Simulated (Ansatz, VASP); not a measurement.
# Two plane-wave programs on TaN

```
Ta N
1.0
     0.27280    2.32288    2.32288
     2.32288    0.27280    2.32288
     2.32288    2.32288    0.27280
Ta N
1 1
Direct
  0.50000 0.50000 0.50000
  0.00000 0.00000 0.00000
```

Alike in both runs: task single point; functional PBE; k mesh 20 × 20 × 20; occupations gaussian, width 0.15 eV; no spin polarisation.

```csv
,VASP,Ansatz
version,VASP 6.6.1,Ansatz 0.2.0
potentials or method,"VASP PAW PBE potentials, release 64 (Ta_pv, N), cutoff 520 eV","scalar-relativistic, plane waves, PAW"
valence electrons in the cell,16,18
```

VASP gave:

| Property | Result |
| --- | --- |
| gap on the k mesh at the Fermi level (eV) | none |
| pressure (GPa) | 17.5 |
| traceless stress, the component that is largest in VASP (GPa) | -6.31 |

**Question.** Which values does Ansatz return?

**Answer.** gap on the k mesh at the Fermi level (eV): none; pressure (GPa): 16.3; traceless stress, the component that is largest in VASP (GPa): -6.42.

A gap of «none» marks a metal or a gap that the smearing closes. The functional is the same, so the differences come from potentials, cutoffs and numerics. VASP's potentials hold 16 valence electrons a cell and Ansatz's 18, so a difference there can come from the potentials and not from the codes.

Spin-orbit coupling is off throughout.
